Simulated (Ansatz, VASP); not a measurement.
Two plane-wave programs on HfC

File INCAR:

```
PREC     = Accurate       # precision mode
ENCUT    = 520            # plane-wave cutoff, eV
EDIFF    = 1E-8           # SCF threshold, eV
ISMEAR   = -1             # smearing method
SIGMA    = 0.05           # smearing width, eV
LREAL    = False          # projectors in reciprocal space
LASPH    = True           # aspherical terms in the spheres
NELM     = 60             # most SCF steps
ALGO     = Normal         # electronic algorithm
ISIF     = 2              # what is computed and relaxed
LWAVE    = False          # write WAVECAR
LCHARG   = False          # write CHGCAR
GGA      = PS             # functional
LEFG     = True         
NBANDS   = 14             # bands
```

Contents of KPOINTS:

```
Automatic mesh
0
Gamma
  12 12 12
```

Contents of POSCAR:

```
HfC
1.0
    0.0000000000      2.3250000000      2.3250000000
    2.3250000000      0.0000000000      2.3250000000
    2.3250000000      2.3250000000      0.0000000000
Hf C
1 1
Direct
    0.5000000000      0.5000000000      0.5000000000
    0.0000000000      0.0000000000      0.0000000000
```

Input for Ansatz:

```yaml
crystal:
  lattice:
    - [0.0, 2.325, 2.325]
    - [2.325, 0.0, 2.325]
    - [2.325, 2.325, 0.0]
  atoms:
    - { symbol: Hf, position: [0.5, 0.5, 0.5] }
    - { symbol: C, position: [0.0, 0.0, 0.0] }
kpoints:
  mp_grid: { grid: [12, 12, 12] }
  band_path:
    path:
      - [0.0, 0.0, 0.0]
      - [0.5, 0.0, 0.5]
      - [0.625, 0.25, 0.625]
      - [0.375, 0.375, 0.75]
      - [0.0, 0.0, 0.0]
      - [0.5, 0.5, 0.5]
      - [0.5, 0.25, 0.75]
      - [0.5, 0.0, 0.5]
    npoints: 5
scf:
  occupations: { method: fermi_dirac, width: 0.05 }
hamiltonian:
  xc: pbesol
  pseudopotentials: { kind: paw }
output:
  forces: true
  stress: true
  eigenvalues: true
  efg: { contact_densities: true }
```

Alike in both runs: task electric field gradients; functional PBEsol; k mesh 12 × 12 × 12; occupations fermi-dirac, width 0.05 eV; no spin polarisation.

|  | VASP | Ansatz |
| --- | --- | --- |
| version | VASP 6.6.1 | Ansatz 0.2.0 |
| potentials or method | VASP PAW PBE potentials, release 64 (Hf_pv, C) | PAW with Ansatz's default frozen-core files, scalar-relativistic |
| plane-wave cutoff (eV) | 520 | 420 |
| valence electrons in the cell | 14 | 30 |

|  | VASP | Ansatz | Ansatz less VASP |
| --- | --- | --- | --- |
| pressure (GPa) | -7.0 | -6.5 | +0.45 |

VASP's potentials were made for PBE, not for PBEsol. VASP's potentials hold 14 valence electrons a cell and Ansatz's 30, so a difference there can come from the potentials and not from the codes.

Spin-orbit coupling is off throughout.
